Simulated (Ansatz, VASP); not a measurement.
# Sn: VASP beside Ansatz

Contents of INCAR:

```
PREC = Accurate
ENCUT = 520
EDIFF = 1E-6
ISMEAR = 0
SIGMA = 0.05
LREAL = F
LASPH = T
NELM = 80
ALGO = Normal
ISIF = 2
LWAVE = F
LCHARG = T
GGA = PE
LELF = T
LVHAR = T
NBANDS = 21
```

KPOINTS

```
regular mesh
0
Gamma
  7 7 7
```

The input POSCAR:

```
Sn
1.0
    0.0000000000      3.2333428000      3.2333428000
    3.2333428000      0.0000000000      3.2333428000
    3.2333428000      3.2333428000      0.0000000000
Sn
2
Direct
    0.2500000000      0.2500000000      0.2500000000
    0.0000000000      0.0000000000      0.0000000000
```

The input input.yaml:

```yaml
crystal:
  lattice:
    - [0.0, 3.2333428, 3.2333428]
    - [3.2333428, 0.0, 3.2333428]
    - [3.2333428, 3.2333428, 0.0]
  atoms:
    - { symbol: Sn, position: [0.25, 0.25, 0.25] }
    - { symbol: Sn, position: [0.0, 0.0, 0.0] }
kpoints:
  mp_grid: { grid: [7, 7, 7] }
scf:
  occupations: { method: gaussian, width: 0.05 }
hamiltonian:
  xc: pbe
  pseudopotentials: { kind: all_electron, lapw: { basis_error: 0.001 } }
output:
  forces: true
  stress: true
  eigenvalues: true
```

Alike in both runs: task single point; functional PBE; k mesh 7 × 7 × 7; occupations gaussian, width 0.05 eV; no spin polarisation.

```csv
,VASP,Ansatz
version,VASP 6.6.1,Ansatz 0.2.0
potentials or method,"VASP PAW PBE potentials, release 64 (Sn_d), cutoff 520 eV","all-electron LAPW, scalar-relativistic"
```

|  | VASP | Ansatz | Ansatz less VASP |
| --- | --- | --- | --- |
| gap on the k mesh at the Fermi level (eV) | none | none | - |
| pressure (GPa) | 3.8 | 3.8 | +0.06 |

A gap of «none» marks a metal or a gap that the smearing closes. Ansatz ran all-electron here, and VASP with PAW potentials.
